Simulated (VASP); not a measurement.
Set up this calculation in VASP 6.6.1, as the native input.

- Task: single point
- Functional: PBE
- Potentials or basis: VASP PAW PBE potentials, release 64 (Ca_sv, Al, O)
- Cutoff: 520 eV
- k mesh: 10 × 10 × 10
- Occupations: gaussian, width 0.1 eV
- Spin: collinear spin, ferromagnetic start
- Starting moments: [0.0, 0.0, 0.33, 0.33, 0.33, 0.33] μB
- Dipole correction: no
- Further INCAR settings: ALGO = Normal; EDIFF = 1e-06; NBANDS = 32

The structure of CaAlO4 lies in POSCAR:

```
CaAlO4
1.0
    0.0000000000      3.2234754281      3.2234754281
    3.2234754281      0.0000000000      3.2234754281
    3.2234754281      3.2234754281      0.0000000000
Ca Al O
1 1 4
Direct
    0.7500000000      0.7500000000      0.7500000000
    0.0000000000      0.0000000000      0.0000000000
    0.3724209189      0.3724209189      0.8827372432
    0.8827372432      0.3724209189      0.3724209189
    0.3724209189      0.3724209189      0.3724209189
    0.3724209189      0.8827372432      0.3724209189
```

The cell was generated, and may not be a known phase.

These files were run (other wordings do the same):

INCAR

```
SYSTEM = CaAlO4
PREC = Accurate ; ENCUT = 520
EDIFF = 1E-6 ; ISMEAR = 0
SIGMA = 0.1 ; LREAL = .False.
LASPH = .True. ; NELM = 150
ALGO = Normal ; ISIF = 2
LWAVE = .False. ; LCHARG = .False.
ISPIN = 2 ; MAGMOM = 0 0 0.33 0.33 0.33 0.33
LORBIT = 11 ; GGA = PE
NBANDS = 32
```

KPOINTS

```
Automatic mesh
0
Gamma
  10 10 10
  0 0 0
```

Potentials or basis: VASP PAW PBE potentials, release 64 (Ca_sv, Al, O).

The run is started by

```sh
$ cat potpaw_PBE.64/Ca_sv/POTCAR potpaw_PBE.64/Al/POTCAR potpaw_PBE.64/O/POTCAR > POTCAR
$ mpirun -np 1 vasp_std > vasp.out
```

It gave:

```yaml
Pressure: 0.0 GPa
Largest_force: 0.008 eV/Å
Net_moment: 0.00 μB per cell
Valence_electrons_inside_the_program's_atomic_spheres: Ca 8.17; Al 0.68; O 4.75
```

Wall time 3.4 min on 1 thread of Intel(R) Xeon(R) Platinum 8259CL CPU @ 2.50GHz (Skylake/Cascade Lake) (shared host), peak memory 0.34 GiB.
